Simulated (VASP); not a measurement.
# AlNi (I4/mmm) in VASP: single point with PBE

Aim: the single point of AlNi with PBE.

All numbers are computed with VASP 6.6.1; they aren't measurements. Logs are shortened: lines on timing, memory, paths and dates and some standing lists are left out, and cuts for length are marked.

**1. The cell of the first run**

Symmetry: I4/mmm, No. 139, tetragonal system. Conventional cell: a = 4.091 Å, b = 4.091 Å, c = 5.786 Å, α = 90.00°, β = 90.00°, γ = 90.00°. Al (site symmetry mmm) has 8 Ni at 2.45 to 2.56 Å and 6 Al at 2.89 Å within 3.2 Å. Ni (site symmetry 4mm) has 8 Al at 2.45 to 2.56 Å and 6 Ni at 2.71 to 3.07 Å within 3.2 Å.

**2. Single point, PBE (atoms displaced along a vibrational mode)**

INCAR

```
SYSTEM = AlNi
PREC = Accurate
ENCUT = 520
EDIFF = 1E-6
ISMEAR = 0
SIGMA = 0.15
LREAL = .FALSE.
LASPH = .TRUE.
NELM = 80
ALGO = Fast
ISIF = 2
LWAVE = .FALSE.
LCHARG = .FALSE.
GGA = PE
NBANDS = 21
```

KPOINTS

```
regular mesh
0
G
  18 18 18
  0 0 0
```

POSCAR

```
AlNi
1.0
   -2.8930835280      0.0000000000     -2.8930835280
    0.0000000000     -2.8930835280     -2.8930835280
   -2.8930835280     -2.8930835280      0.0000000000
Al Ni
2 2
Direct
    0.0000000000      0.0000000000      0.0000000000
    0.5000000000      0.5000000000      0.5000000000
    0.2655543383      0.2655543383      0.2344456617
    0.7344456617      0.7344456617      0.7655543383
```

Potentials or basis: VASP PAW PBE potentials, release 64 (Al, Ni).

The run is started by

```sh
cat potpaw_PBE.64/Al/POTCAR potpaw_PBE.64/Ni/POTCAR > POTCAR
mpirun -np 1 vasp_std > vasp.out
```

OUTCAR:

```text
SYSTEM = AlNi
   PREC = Accurate
   ENCUT = 520
   EDIFF = 1E-6
   ISMEAR = 0
   LREAL = .FALSE.
   LASPH = .TRUE.
   NELM = 80
   ISIF = 2
   GGA = PE

 ion  position               nearest neighbor table
   1  0.000  0.000  0.000-   4 2.45   4 2.45   3 2.45   3 2.45   4 2.56   3 2.56   4 2.56   3 2.56
                             2 2.89   2 2.89   2 2.89   2 2.89   2 2.89   2 2.89
   2  0.500  0.500  0.500-   3 2.45   3 2.45   4 2.45   4 2.45   3 2.56   3 2.56   4 2.56   4 2.56
                             1 2.89   1 2.89   1 2.89   1 2.89   1 2.89   1 2.89
   3  0.266  0.266  0.234-   1 2.45   1 2.45   2 2.45   2 2.45   1 2.56   1 2.56   2 2.56   2 2.56
                             4 2.71   4 2.90   4 2.90   4 2.90   4 2.90   4 3.07
   4  0.734  0.734  0.766-   2 2.45   2 2.45   1 2.45   1 2.45   2 2.56   1 2.56   2 2.56   1 2.56
                             3 2.71   3 2.90   3 2.90   3 2.90   3 2.90   3 3.07

  LATTYP: Found a face centered cubic cell.
 ALAT       =     5.7861670560

  Lattice vectors:

 A1 = (  -2.8930835280,   0.0000000000,  -2.8930835280)
 A2 = (   0.0000000000,  -2.8930835280,  -2.8930835280)
 A3 = (  -2.8930835280,  -2.8930835280,   0.0000000000)

Analysis of symmetry for initial positions (statically):
=====================================================================
 Subroutine PRICEL returns:
 Original cell was already a primitive cell.

 Routine SETGRP: Setting up the symmetry group for a
 face centered cubic supercell.

 Subroutine GETGRP returns: Found 16 space group operations
 (whereof  8 operations were pure point group operations)
 out of a pool of 48 trial point group operations.

The static configuration has the point symmetry D_2h.
 The point group associated with its full space group is D_4h.

Analysis of symmetry for dynamics (positions and initial velocities):
=====================================================================
 Subroutine PRICEL returns:
 Original cell was already a primitive cell.

 Routine SETGRP: Setting up the symmetry group for a
 face centered cubic supercell.

 Subroutine GETGRP returns: Found 16 space group operations
 (whereof  8 operations were pure point group operations)
 out of a pool of 48 trial point group operations.

The dynamic configuration has the point symmetry D_2h.
 The point group associated with its full space group is D_4h.

 Subroutine INISYM returns: Found 16 space group operations
 (whereof  8 operations are pure point group operations),
 and found     1 'primitive' translations

----------------------------------------------------------------------------------------

                                     Primitive cell

  volume of cell :      48.4298

  direct lattice vectors                    reciprocal lattice vectors
    -2.893083528  0.000000000 -2.893083528    -0.172825981  0.172825981 -0.172825981
     0.000000000 -2.893083528 -2.893083528     0.172825981 -0.172825981 -0.172825981
    -2.893083528 -2.893083528  0.000000000    -0.172825981 -0.172825981  0.172825981

  length of vectors
     4.091437962  4.091437962  4.091437962     0.299343381  0.299343381  0.299343381

  position of ions in fractional coordinates (direct lattice)
     0.000000000  0.000000000  0.000000000
     0.500000000  0.500000000  0.500000000
     0.265554338  0.265554338  0.234445662
     0.734445662  0.734445662  0.765554338

  ion indices of the primitive-cell ions
   primitive index   ion index
                 1           1
                 2           2
                 3           3
                 4           4

----------------------------------------------------------------------------------------

 KPOINTS: regular mesh

Automatic generation of k-mesh.
 Grid dimensions read from file:
 generate k-points for:   18   18   18

 Generating k-lattice:

  Cartesian coordinates                     Fractional coordinates (reciprocal lattice)
    -0.009601443  0.009601443 -0.009601443     0.055555556  0.000000000  0.000000000
     0.009601443 -0.009601443 -0.009601443     0.000000000  0.055555556  0.000000000
    -0.009601443 -0.009601443  0.009601443     0.000000000  0.000000000  0.055555556

  Length of vectors
     0.016630188  0.016630188  0.016630188

  Shift w.r.t. Gamma in fractional coordinates (k-lattice)
     0.000000000  0.000000000  0.000000000

 Subroutine IBZKPT returns following result:
 ===========================================

 Found    480 irreducible k-points:

 Following reciprocal coordinates:
            Coordinates               Weight
  0.000000  0.000000  0.000000      1.000000
  0.055556  0.000000  0.000000      8.000000
  0.111111  0.000000  0.000000      8.000000
  0.166667  0.000000  0.000000      8.000000
  0.222222  0.000000  0.000000      8.000000
  0.277778  0.000000  0.000000      8.000000
[... 16 lines left out ...]
  0.388889  0.055556  0.000000      8.000000
  0.000000  0.388889  0.055556     16.000000
 [... further k-points ...]
   k-points           NKPTS =    480   k-points in BZ     NKDIM =    480   number of bands    NBANDS=     21
   number of dos      NEDOS =    301   number of ions     NIONS =      4
   total plane-waves  NPLWV =  27000
   dimension x,y,z NGX =    30 NGY =   30 NGZ =   30
   dimension x,y,z NGXF=    60 NGYF=   60 NGZF=   60
   ions per type =               2   2
   NGX,Y,Z   is equivalent  to a cutoff of  12.19, 12.19, 12.19 a.u.
   NGXF,Y,Z  is equivalent  to a cutoff of  24.38, 24.38, 24.38 a.u.
 SYSTEM =  AlNi
   PREC   = accura    normal or accurate (medium, high low for compatibility)
   ISTART =      0    job   : 0-new  1-cont  2-samecut
   ICHARG =      2    charge: 1-file 2-atom 10-const
   ISPIN  =      1    spin polarized calculation?
   LNONCOLLINEAR =      F non collinear calculations
   LSORBIT =      F    spin-orbit coupling
   LASPH  =      T    aspherical Exc in radial PAW
   ENCUT  =  520.0 eV  38.22 Ry    6.18 a.u.   7.61  7.61  7.61*2*pi/ulx,y,z
   NELM   =     80;   NELMIN=  2; NELMDL= -5     # of ELM steps
   EDIFF  = 0.1E-05   stopping-criterion for ELM
   LREAL  =      F    real-space projection
   EDIFFG = 0.1E-04   stopping-criterion for IOM
   NSW    =      0    number of steps for IOM
   IBRION =     -1    ionic relax: 0-MD 1-quasi-New 2-CG
   NFREE  =      0    steps in history (QN), initial steepest desc. (CG)
   ISIF   =      2    stress and relaxation
   ISYM   =      2    0-nonsym 1-usesym 2-fastsym
   POTIM  = 0.5000    time-step for ionic-motion
   TEBEG  =    0.0;   TEEND  =   0.0 temperature during run
   PSTRESS=    0.0 pullay stress
   NELECT =      26.0000    total number of electrons
   NUPDOWN=      -1.0000    fix difference up-down
   EMIN   =  10.00;   EMAX   =-10.00  energy-range for DOS
   EFERMI =   0.00;   METHOD = LEGACY
   ISMEAR =     0;   SIGMA  =   0.15  broadening in eV -4-tet -1-fermi 0-gaus
   EFERMI_NEDOS =   21; number of points for ismear=-14 and -15
   IALGO  =     68    algorithm
   IMIX   =      4    mixing-type and parameters
     AMIX     =   0.40;   BMIX     =  1.00
     AMIX_MAG =   1.60;   BMIX_MAG =  1.00
  volume/ion in A,a.u.               =      12.11        81.71
  Fermi-wavevector in a.u.,A,eV,Ry     =   1.330541  2.514358 24.086934  1.770340
  Thomas-Fermi vector in A             =   2.459620
   LORBIT       =      0    0 simple, 1 ext, 2 COOP (PROOUT), +10 PAW based schemes
   GGA     = PE    functional components
   LHFCALC =     F    Hartree Fock is set to
   AEXX    =    0.0000 exact exchange contribution
   IVDW    =     0    specifies the selected vdW correction
   LEPSILON=     F    determine dielectric tensor
   LRPA    =     F    only Hartree local field effects (RPA)
 non-spin polarized calculation
 RMM-DIIS sequential band-by-band and
 Gauss-broadening in eV      SIGMA  =   0.15
  energy-cutoff  :      520.00
  volume of cell :       48.43
 maximum number of plane-waves:      1323
   NGX = 15   NGY = 15   NGZ = 15

 number of electron      25.9999993 magnetization

 Free energy of the ion-electron system (eV)
  ---------------------------------------------------
  ext. energy  EPLUGINS =         0.00000000
  ---------------------------------------------------
  free energy    TOTEN  =       -21.03877370 eV

  energy without entropy =      -21.02040650  energy(sigma->0) =      -21.02959010

 E-fermi :   9.8530     XC(G=0): -11.9842

 val. band max:        9.8528077569   @ k =  -0.3333   0.2778   0.1111
 cond. band min:       9.8595281096   @ k =  -0.4444   0.2222   0.0556
 fundamental gap:      0.0067203527
 Fermi energy:         9.8530352919

 k-point     1 :       0.0000    0.0000    0.0000
  band No.  band energies     occupation
      1      -1.1851      2.00000
      2       5.8155      2.00000
      3       5.8155      2.00000
      4       5.8368      2.00000
      5       6.6871      2.00000
      6       6.6917      2.00000
[... 13 lines left out ...]
     20      15.3150      0.00000
     21      15.4120      0.00000

 k-point     2 :       0.0556    0.0000    0.0000
  band No.  band energies     occupation
      1      -1.1428      2.00000
      2       5.7796      2.00000
      3       5.8324      2.00000
      4       5.8480      2.00000
      5       6.6908      2.00000
      6       6.6955      2.00000
[... 13 lines left out ...]
     20      15.1625      0.00000
     21      15.3070      0.00000

 k-point     3 :       0.1111    0.0000    0.0000
  band No.  band energies     occupation
      1      -1.0163      2.00000
      2       5.6533      2.00000
      3       5.8824      2.00000
      4       5.8968      2.00000
      5       6.7019      2.00000
      6       6.7069      2.00000
[... 13 lines left out ...]
     20      15.1496      0.00000
     21      15.5245      0.00000

 k-point     4 :       0.1667    0.0000    0.0000
  band No.  band energies     occupation
      1      -0.8064      2.00000
      2       5.4302      2.00000
      3       5.9638      2.00000
      4       5.9776      2.00000
      5       6.7201      2.00000
      6       6.7257      2.00000
[... 13 lines left out ...]
     20      15.1390      0.00000
     21      16.2257      0.00000

 k-point     5 :       0.2222    0.0000    0.0000
  band No.  band energies     occupation
      1      -0.5148      2.00000
      2       5.0934      2.00000
      3       6.0731      2.00000
      4       6.0859      2.00000
      5       6.7442      2.00000
      6       6.7512      2.00000
[... 13 lines left out ...]
     20      15.7137      0.00000
     21      16.8806      0.00000

 k-point     6 :       0.2778    0.0000    0.0000
  band No.  band energies     occupation
      1      -0.1439      2.00000
      2       4.6291      2.00000
      3       6.2054      2.00000
      4       6.2157      2.00000
      5       6.7718      2.00000
      6       6.7812      2.00000
[... 13 lines left out ...]
     20      16.4104      0.00000
     21      17.5760      0.00000

 k-point     7 :       0.3333    0.0000    0.0000
  band No.  band energies     occupation
      1       0.3027      2.00000
      2       4.0488      2.00000
      3       6.3530      2.00000
      4       6.3582      2.00000
      5       6.7979      2.00000
      6       6.8103      2.00000
[... 13 lines left out ...]
     20      17.1975      0.00000
     21      18.3523      0.00000
[... 291 lines left out ...]
      1      -0.2395      2.00000
      2       4.8087      2.00000
      3       6.1546      2.00000
      4       6.1673      2.00000
      5       6.7119      2.00000
      6       6.8031      2.00000
[... 13 lines left out ...]
     20      16.7622      0.00000
     21      17.6007      0.00000

 k-point    21 :       0.3333    0.0556    0.0000
  band No.  band energies     occupation
      1       0.1819      2.00000
      2       4.2739      2.00000
      3       6.2934      2.00000
      4       6.3000      2.00000
      5       6.7192      2.00000
      6       6.8467      2.00000
[... 13 lines left out ...]
     20      17.5127      0.00000
     21      18.3754      0.00000

 k-point    22 :       0.0000    0.3333    0.0556
  band No.  band energies     occupation
      1       0.1819      2.00000
      2       4.2730      2.00000
      3       6.2910      2.00000
      4       6.2987      2.00000
      5       6.7229      2.00000
      6       6.8374      2.00000
[... 13 lines left out ...]
     20      17.5309      0.00000
     21      18.3720      0.00000

 k-point    23 :       0.3889    0.0556    0.0000
  band No.  band energies     occupation
      1       0.6758      2.00000
      2       3.6437      2.00000
      3       6.4328      2.00000
      4       6.4404      2.00000
      5       6.7181      2.00000
      6       6.8744      2.00000
[... 13 lines left out ...]
     20      18.3471      0.00000
     21      19.2169      0.00000

 k-point    24 :       0.0000    0.3889    0.0556
  band No.  band energies     occupation
      1       0.6758      2.00000
      2       3.6433      2.00000
      3       6.4296      2.00000
      4       6.4382      2.00000
      5       6.7231      2.00000
      6       6.8656      2.00000
[... 13 lines left out ...]
     20      18.3739      0.00000
     21      19.2156      0.00000

 [... further k-points ...]

------------------------ aborting loop because EDIFF is reached ----------------------------------------

  FORCE on cell =-STRESS in cart. coord.  units (eV):
  Direction    XX          YY          ZZ          XY          YZ          ZX
  --------------------------------------------------------------------------------------
  -------------------------------------------------------------------------------------
  Total        0.1350062      0.1350062      0.3985864      0.0000000      0.0000000      0.0000000
  in kB        4.4663352      4.4663352     13.1862149      0.0000000      0.0000000      0.0000000
  external PRESSURE =       7.3729617 kB  Pullay stress =       0.0000000 kB

 VOLUME and BASIS-vectors are now :
 -----------------------------------------------------------------------------
  energy-cutoff  :      520.00
  volume of cell :       48.43
      direct lattice vectors                 reciprocal lattice vectors
    -2.893083528  0.000000000 -2.893083528    -0.172825981  0.172825981 -0.172825981
     0.000000000 -2.893083528 -2.893083528     0.172825981 -0.172825981 -0.172825981
    -2.893083528 -2.893083528  0.000000000    -0.172825981 -0.172825981  0.172825981

 POSITION                                       TOTAL-FORCE (eV/Angst)
 -----------------------------------------------------------------------------------
      0.00000      0.00000      0.00000        -0.000000     -0.000000     -0.000000
     -2.89308     -2.89308     -2.89308         0.000000      0.000000     -0.000000
     -1.44654     -1.44654     -1.53654        -0.000000     -0.000000      0.553186
     -4.33963     -4.33963     -4.24963        -0.000000     -0.000000     -0.553186
 -----------------------------------------------------------------------------------
    total drift:                               -0.000000     -0.000000     -0.000000

  FREE ENERGIE OF THE ION-ELECTRON SYSTEM (eV)
  ---------------------------------------------------
  free  energy   TOTEN  =       -21.0387736981 eV

  energy  without entropy=      -21.0204064984  energy(sigma->0) =      -21.02959010
```

Run time: 6.2 min. Hardware: 1 thread of AMD EPYC 7R13 (Zen 3), shared host; peak memory 0.48 GiB.

Results:

```yaml
Free_energy: -21.0388 eV
Pressure: 0.7 GPa
Largest_force: 0.553 eV/Å
Band_gap_on_the_k_mesh: zero (bands 13 and 14 overlap by 2.74 eV)
```

Forces in eV/Å, atoms in the order of the input:
```
Al   0.000  0.000  0.000
Al   0.000  0.000  0.000
Ni   0.000  0.000  0.553
Ni   0.000  0.000 -0.553
```

Levels at points of the mesh, in eV from the Fermi level:
| k point | band 11 | band 12 | band 13 | band 14 | band 15 | band 16 |
| --- | --- | --- | --- | --- | --- | --- |
| (0.00, 0.00, 0.00) | -0.98 | 2.04 | 2.06 | 2.06 | 3.64 | 4.37 |
| (0.50, 0.00, 0.00) | -1.98 | -1.90 | 1.89 | 2.12 | 2.39 | 2.54 |
| (0.50, 0.50, 0.00) | -1.99 | -1.44 | -1.03 | -0.61 | 1.46 | 2.41 |
| (0.00, 0.50, 0.50) | -2.04 | -1.37 | -1.01 | -0.63 | 1.46 | 2.38 |

Caveat: the cell differs from its parent crystal (atoms displaced along a vibrational mode). Spin polarisation is off, so any magnetic state and its effect on volume and gap are missing.
